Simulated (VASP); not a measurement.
Write the native input for VASP 6.6.1 that does the following.

```
Task                   : single point
Functional             : PBEsol
Potentials or basis    : VASP PAW PBE potentials, release 64 (Ta_pv, N)
Cutoff                 : 520 eV
k mesh                 : 18 × 18 × 10
Occupations            : gaussian, width 0.15 eV
Spin                   : no spin polarisation
Dipole correction      : no
Further INCAR settings : ALGO = Normal; EDIFF = 1e-07; NBANDS = 20
```

The structure of Ta2N lies in POSCAR:

```
Ta2N
1.0
    3.2466493942      0.0000000000      0.0000000000
   -1.6233246971      2.8116808526      0.0000000000
    0.0000000000      0.0000000000      4.5099206735
Ta N
2 1
Direct
    0.6666666667      0.3333333333      0.7463700642
    0.3333333333      0.6666666667      0.2536299358
    0.0000000000      0.0000000000      0.0000000000
```

These files were run (other wordings do the same):

INCAR

```
PREC     = Accurate       # precision mode
ENCUT    = 520            # plane-wave cutoff, eV
EDIFF    = 1E-7           # SCF threshold, eV
ISMEAR   = 0              # smearing method
SIGMA    = 0.15           # smearing width, eV
LREAL    = False          # projectors in reciprocal space
LASPH    = True           # aspherical terms in the spheres
NELM     = 60             # most SCF steps
ALGO     = Normal         # electronic algorithm
ISIF     = 2              # what is computed and relaxed
LWAVE    = False          # write WAVECAR
LCHARG   = False          # write CHGCAR
GGA      = PS             # functional
NBANDS   = 20             # bands
```

KPOINTS

```
Automatic mesh
0
Gamma
  18 18 10
```

Potentials or basis: VASP PAW PBE potentials, release 64 (Ta_pv, N).

Run with:

```console
$ cat potpaw_PBE.64/Ta_pv/POTCAR potpaw_PBE.64/N/POTCAR > POTCAR
$ mpirun -np 1 vasp_std > vasp.out
```

It gave:

The pressure is -8.7 GPa, the largest force is 0.977 eV/Å and the band gap on the k mesh is zero (an odd number of electrons rules out a gap without spin polarisation).

Caveat: the stress differs along the axes, from -18 to 11 GPa; the PAW data sets were made with another functional, which shifts forces and pressure a little; spin-orbit coupling is left out, which moves the levels of the heavy elements.

Run time: 4.3 min on 1 thread of Intel Xeon 8259CL, on a shared host, peak memory 0.35 GiB.
